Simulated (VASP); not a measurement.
# Cu (Fm-3m) in VASP: single point with PBE

Aim: the single point of Cu with PBE.

All numbers are computed with VASP 6.6.1; they aren't measurements. Logs are shortened: lines on timing, memory, paths and dates and some standing lists are left out, and cuts for length are marked.

## 1. The cell of the first run

It takes space group Fm-3m (No. 225, cubic). The conventional cell has a = 3.811 Å, b = 3.811 Å, c = 3.811 Å, α = 90.00°, β = 90.00°, γ = 90.00°. Cu (site symmetry m-3m) has 12 Cu at 2.69 Å within 3.6 Å.

## 2. Single point, PBE (strain +0.050 along x and y, +0.050 along z)

INCAR reads:

```
SYSTEM = Cu
PREC = Accurate
ENCUT = 820
EDIFF = 1E-6
ISMEAR = 0
SIGMA = 0.15
LREAL = .FALSE.
LASPH = .TRUE.
NELM = 120
ALGO = Normal
ISIF = 2
LWAVE = .FALSE.
LCHARG = .FALSE.
GGA = PE
NBANDS = 16
GGA_COMPAT = .FALSE.
```

KPOINTS reads:

```
regular mesh
0
G
  28 28 28
  0 0 0
```

POSCAR reads:

```
Cu
1.0
    0.0000000000      1.9056178346      1.9056178346
    1.9056178346      0.0000000000      1.9056178346
    1.9056178346      1.9056178346      0.0000000000
Cu
1
Direct
    0.0000000000      0.0000000000      0.0000000000
```

Potentials or basis: VASP PAW PBE potentials, release 64 (Cu_sv_GW).

The run is started by

```bash
cat potpaw_PBE.64/Cu_sv_GW/POTCAR > POTCAR
mpirun -np 1 vasp_std > vasp.out
```

OUTCAR:

```text
SYSTEM = Cu
   PREC = Accurate
   ENCUT = 820
   EDIFF = 1E-6
   ISMEAR = 0
   LREAL = .FALSE.
   LASPH = .TRUE.
   NELM = 120
   ISIF = 2
   GGA = PE

 ion  position               nearest neighbor table
   1  0.000  0.000  0.000-

  LATTYP: Found a face centered cubic cell.
 ALAT       =     3.8112356692

  Lattice vectors:

 A1 = (   0.0000000000,   1.9056178346,   1.9056178346)
 A2 = (   1.9056178346,   0.0000000000,   1.9056178346)
 A3 = (   1.9056178346,   1.9056178346,   0.0000000000)

Analysis of symmetry for initial positions (statically):
=====================================================================
 Subroutine PRICEL returns:
 Original cell was already a primitive cell.

 Routine SETGRP: Setting up the symmetry group for a
 face centered cubic supercell.

 Subroutine GETGRP returns: Found 48 space group operations
 (whereof 48 operations were pure point group operations)
 out of a pool of 48 trial point group operations.

The static configuration has the point symmetry O_h .

Analysis of symmetry for dynamics (positions and initial velocities):
=====================================================================
 Subroutine PRICEL returns:
 Original cell was already a primitive cell.

 Routine SETGRP: Setting up the symmetry group for a
 face centered cubic supercell.

 Subroutine GETGRP returns: Found 48 space group operations
 (whereof 48 operations were pure point group operations)
 out of a pool of 48 trial point group operations.

The dynamic configuration has the point symmetry O_h .

 Subroutine INISYM returns: Found 48 space group operations
 (whereof 48 operations are pure point group operations),
 and found     1 'primitive' translations

----------------------------------------------------------------------------------------

                                     Primitive cell

  volume of cell :      13.8400

  direct lattice vectors                    reciprocal lattice vectors
     0.000000000  1.905617835  1.905617835    -0.262382095  0.262382095  0.262382095
     1.905617835  0.000000000  1.905617835     0.262382095 -0.262382095  0.262382095
     1.905617835  1.905617835  0.000000000     0.262382095  0.262382095 -0.262382095

  length of vectors
     2.694950586  2.694950586  2.694950586     0.454459120  0.454459120  0.454459120

  position of ions in fractional coordinates (direct lattice)
     0.000000000  0.000000000  0.000000000

  ion indices of the primitive-cell ions
   primitive index   ion index
                 1           1

----------------------------------------------------------------------------------------

 KPOINTS: regular mesh

Automatic generation of k-mesh.
 Grid dimensions read from file:
 generate k-points for:   28   28   28

 Generating k-lattice:

  Cartesian coordinates                     Fractional coordinates (reciprocal lattice)
    -0.009370789  0.009370789  0.009370789     0.035714286  0.000000000  0.000000000
     0.009370789 -0.009370789  0.009370789     0.000000000  0.035714286  0.000000000
     0.009370789  0.009370789 -0.009370789     0.000000000  0.000000000  0.035714286

  Length of vectors
     0.016230683  0.016230683  0.016230683

  Shift w.r.t. Gamma in fractional coordinates (k-lattice)
     0.000000000  0.000000000  0.000000000

 Subroutine IBZKPT returns following result:
 ===========================================

 Found    624 irreducible k-points:

 Following reciprocal coordinates:
            Coordinates               Weight
  0.000000  0.000000  0.000000      1.000000
  0.035714  0.000000  0.000000      8.000000
  0.071429  0.000000  0.000000      8.000000
  0.107143  0.000000  0.000000      8.000000
  0.142857  0.000000  0.000000      8.000000
  0.178571  0.000000  0.000000      8.000000
[... 16 lines left out ...]
  0.285714  0.035714  0.000000     24.000000
  0.321429  0.035714  0.000000     24.000000
 [... further k-points ...]
   k-points           NKPTS =    624   k-points in BZ     NKDIM =    624   number of bands    NBANDS=     16
   number of dos      NEDOS =    301   number of ions     NIONS =      1
   total plane-waves  NPLWV =  21952
   dimension x,y,z NGX =    28 NGY =   28 NGZ =   28
   dimension x,y,z NGXF=    56 NGYF=   56 NGZF=   56
   ions per type =               1
   NGX,Y,Z   is equivalent  to a cutoff of  17.27, 17.27, 17.27 a.u.
   NGXF,Y,Z  is equivalent  to a cutoff of  34.55, 34.55, 34.55 a.u.
 SYSTEM =  Cu
   PREC   = accura    normal or accurate (medium, high low for compatibility)
   ISTART =      0    job   : 0-new  1-cont  2-samecut
   ICHARG =      2    charge: 1-file 2-atom 10-const
   ISPIN  =      1    spin polarized calculation?
   LNONCOLLINEAR =      F non collinear calculations
   LSORBIT =      F    spin-orbit coupling
   LASPH  =      T    aspherical Exc in radial PAW
   ENCUT  =  820.0 eV  60.27 Ry    7.76 a.u.   6.29  6.29  6.29*2*pi/ulx,y,z
   NELM   =    120;   NELMIN=  2; NELMDL= -5     # of ELM steps
   EDIFF  = 0.1E-05   stopping-criterion for ELM
   LREAL  =      F    real-space projection
   EDIFFG = 0.1E-04   stopping-criterion for IOM
   NSW    =      0    number of steps for IOM
   IBRION =     -1    ionic relax: 0-MD 1-quasi-New 2-CG
   NFREE  =      0    steps in history (QN), initial steepest desc. (CG)
   ISIF   =      2    stress and relaxation
   ISYM   =      2    0-nonsym 1-usesym 2-fastsym
   POTIM  = 0.5000    time-step for ionic-motion
   TEBEG  =    0.0;   TEEND  =   0.0 temperature during run
   PSTRESS=    0.0 pullay stress
   NELECT =      19.0000    total number of electrons
   NUPDOWN=      -1.0000    fix difference up-down
   EMIN   =  10.00;   EMAX   =-10.00  energy-range for DOS
   EFERMI =   0.00;   METHOD = LEGACY
   ISMEAR =     0;   SIGMA  =   0.15  broadening in eV -4-tet -1-fermi 0-gaus
   EFERMI_NEDOS =   21; number of points for ismear=-14 and -15
   IALGO  =     38    algorithm
   IMIX   =      4    mixing-type and parameters
     AMIX     =   0.40;   BMIX     =  1.00
     AMIX_MAG =   1.60;   BMIX_MAG =  1.00
  volume/ion in A,a.u.               =      13.84        93.40
  Fermi-wavevector in a.u.,A,eV,Ry     =   1.819478  3.438316 45.042107  3.310501
  Thomas-Fermi vector in A             =   2.876255
   LORBIT       =      0    0 simple, 1 ext, 2 COOP (PROOUT), +10 PAW based schemes
   GGA     = PE    functional components
   LHFCALC =     F    Hartree Fock is set to
   AEXX    =    0.0000 exact exchange contribution
   IVDW    =     0    specifies the selected vdW correction
   LEPSILON=     F    determine dielectric tensor
   LRPA    =     F    only Hartree local field effects (RPA)
 non-spin polarized calculation
 Gauss-broadening in eV      SIGMA  =   0.15
  energy-cutoff  :      820.00
  volume of cell :       13.84
 maximum number of plane-waves:       754
 NGX is ok and might be reduce to    28
   NGX = 13   NGY = 13   NGZ = 13

 number of electron      19.0000000 magnetization

 Free energy of the ion-electron system (eV)
  ---------------------------------------------------
  ext. energy  EPLUGINS =         0.00000000
  ---------------------------------------------------
  free energy    TOTEN  =        -3.70045435 eV

  energy without entropy =       -3.69716082  energy(sigma->0) =       -3.69880758

 E-fermi :   5.8044     XC(G=0): -12.3783

 val. band max:        5.7983684442   @ k =   0.5000   0.3571   0.1429
 cond. band min:       5.8414815399   @ k =   0.5000   0.3214   0.1071
 fundamental gap:      0.0431130957
 Fermi energy:         5.8043884390

 k-point     1 :       0.0000    0.0000    0.0000
  band No.  band energies     occupation
      1    -106.4440      2.00000
      2     -63.7895      2.00000
      3     -63.7895      2.00000
      4     -63.7895      2.00000
      5      -2.4773      2.00000
      6       3.2214      2.00000
[... 8 lines left out ...]
     15      30.9653      0.00000
     16      30.9653      0.00000

 k-point     2 :       0.0357    0.0000    0.0000
  band No.  band energies     occupation
      1    -106.4440      2.00000
      2     -63.7904      2.00000
      3     -63.7897      2.00000
      4     -63.7897      2.00000
      5      -2.4357      2.00000
      6       3.2136      2.00000
[... 8 lines left out ...]
     15      31.1847      0.00000
     16      31.1847      0.00000

 k-point     3 :       0.0714    0.0000    0.0000
  band No.  band energies     occupation
      1    -106.4438      2.00000
      2     -63.7925      2.00000
      3     -63.7900      2.00000
      4     -63.7900      2.00000
      5      -2.3114      2.00000
      6       3.1914      2.00000
[... 8 lines left out ...]
     15      31.7318      0.00000
     16      31.7318      0.00000

 k-point     4 :       0.1071    0.0000    0.0000
  band No.  band energies     occupation
      1    -106.4435      2.00000
      2     -63.7959      2.00000
      3     -63.7907      2.00000
      4     -63.7907      2.00000
      5      -2.1057      2.00000
      6       3.1574      2.00000
[... 8 lines left out ...]
     15      32.4547      0.00000
     16      32.4547      0.00000

 k-point     5 :       0.1429    0.0000    0.0000
  band No.  band energies     occupation
      1    -106.4430      2.00000
      2     -63.8004      2.00000
      3     -63.7914      2.00000
      4     -63.7914      2.00000
      5      -1.8216      2.00000
      6       3.1161      2.00000
[... 8 lines left out ...]
     15      33.0004      0.00000
     16      33.2283      0.00000

 k-point     6 :       0.1786    0.0000    0.0000
  band No.  band energies     occupation
      1    -106.4424      2.00000
      2     -63.8058      2.00000
      3     -63.7922      2.00000
      4     -63.7922      2.00000
      5      -1.4636      2.00000
      6       3.0741      2.00000
[... 8 lines left out ...]
     15      32.8898      0.00000
     16      33.3338      0.00000
[... 267 lines left out ...]
 k-point    21 :       0.2143    0.0357    0.0000
  band No.  band energies     occupation
      1    -106.4419      2.00000
      2     -63.8099      2.00000
      3     -63.7934      2.00000
      4     -63.7926      2.00000
      5      -1.1525      2.00000
      6       3.0360      2.00000
[... 8 lines left out ...]
     15      31.1591      0.00000
     16      33.2759      0.00000

 k-point    22 :       0.2500    0.0357    0.0000
  band No.  band energies     occupation
      1    -106.4413      2.00000
      2     -63.8162      2.00000
      3     -63.7946      2.00000
      4     -63.7937      2.00000
      5      -0.6917      2.00000
      6       3.0148      2.00000
[... 8 lines left out ...]
     15      30.6763      0.00000
     16      32.8870      0.00000

 k-point    23 :       0.2857    0.0357    0.0000
  band No.  band energies     occupation
      1    -106.4407      2.00000
      2     -63.8225      2.00000
      3     -63.7957      2.00000
      4     -63.7948      2.00000
      5      -0.1911      2.00000
      6       3.0285      2.00000
[... 8 lines left out ...]
     15      30.2224      0.00000
     16      32.1032      0.00000

 k-point    24 :       0.3214    0.0357    0.0000
  band No.  band energies     occupation
      1    -106.4401      2.00000
      2     -63.8287      2.00000
      3     -63.7966      2.00000
      4     -63.7959      2.00000
      5       0.3165      2.00000
      6       3.1056      2.00000
[... 8 lines left out ...]
     15      29.8402      0.00000
     16      31.3847      0.00000

 [... further k-points ...]
[... 5 lines left out ...]
  --------------------------------------------------------------------------------------
  -------------------------------------------------------------------------------------
  Total       -1.2640077     -1.2640077     -1.2640077      0.0000000      0.0000000      0.0000000
  in kB     -146.3264612   -146.3264612   -146.3264612      0.0000000      0.0000000      0.0000000
  external PRESSURE =    -146.3264612 kB  Pullay stress =       0.0000000 kB

 VOLUME and BASIS-vectors are now :
 -----------------------------------------------------------------------------
  energy-cutoff  :      820.00
  volume of cell :       13.84
      direct lattice vectors                 reciprocal lattice vectors
     0.000000000  1.905617835  1.905617835    -0.262382095  0.262382095  0.262382095
     1.905617835  0.000000000  1.905617835     0.262382095 -0.262382095  0.262382095
     1.905617835  1.905617835  0.000000000     0.262382095  0.262382095 -0.262382095

 POSITION                                       TOTAL-FORCE (eV/Angst)
 -----------------------------------------------------------------------------------
      0.00000      0.00000      0.00000        -0.000000      0.000000      0.000000
 -----------------------------------------------------------------------------------
    total drift:                               -0.000000     -0.000000     -0.000000

  FREE ENERGIE OF THE ION-ELECTRON SYSTEM (eV)
  ---------------------------------------------------
  free  energy   TOTEN  =        -3.7004543500 eV

  energy  without entropy=       -3.6971608197  energy(sigma->0) =       -3.69880758
```

Wall time 4.2 min (1 thread of Intel Xeon Platinum 8259CL at 2.50GHz (Skylake/Cascade Lake), shared host); peak memory 0.44 GiB.

What came out:

- Free energy: -3.7005 eV
- Pressure: -14.6 GPa
- Band gap on the k mesh: zero (an odd number of electrons rules out a gap without spin polarisation)

Caveat: the cell differs from its parent crystal (strain +0.050 along x and y, +0.050 along z); the cell stands under tension.

The gap in the log of VASP goes by the Fermi energy; the results here count the filled bands.